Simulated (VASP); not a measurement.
C, 8 atoms in the cell. The structure is orthorhombic, space group Cmmm (No. 65). The conventional cell has a = 4.522 Å, b = 8.667 Å, c = 2.486 Å, α = 90.00°, β = 90.00°, γ = 90.00°. Within 2.0 Å of C (site symmetry m) lie 4 C at 1.53 to 1.67 Å. C (site symmetry m) has 4 C at 1.53 to 1.67 Å within 2.0 Å.  This cell differs from its parent crystal: strain +0.0750 x Voigt [1, 0, 0, 0, 0, 0].

| Property | Result |
| --- | --- |
| Program | VASP 6.6.1 |
| Task | single point |
| Functional | LDA |
| Potentials or basis | VASP PAW LDA potentials, release 64 (C) |
| Cutoff | 520 eV |
| k mesh | 6 × 6 × 10 |
| Occupations | gaussian, width 0.05 eV |
| Spin | no spin polarisation |
| Dipole correction | no |
| Further INCAR settings | ALGO = Normal; EDIFF = 1e-07; NBANDS = 26 |

Potentials or basis: VASP PAW LDA potentials, release 64 (C).

Launch:

```console
$ cat potpaw_LDA.64/C/POTCAR > POTCAR
$ mpirun -np 1 vasp_std > vasp.out
```

Hardware: 1 thread of Intel Xeon 6975P-C (shared host).

Q: How long does it take, and how much memory?

A: Run time: 74 s on 1 thread of Intel Xeon 6975P-C (shared host), peak memory 0.18 GiB. Counts: scf iterations 13, k points 78.
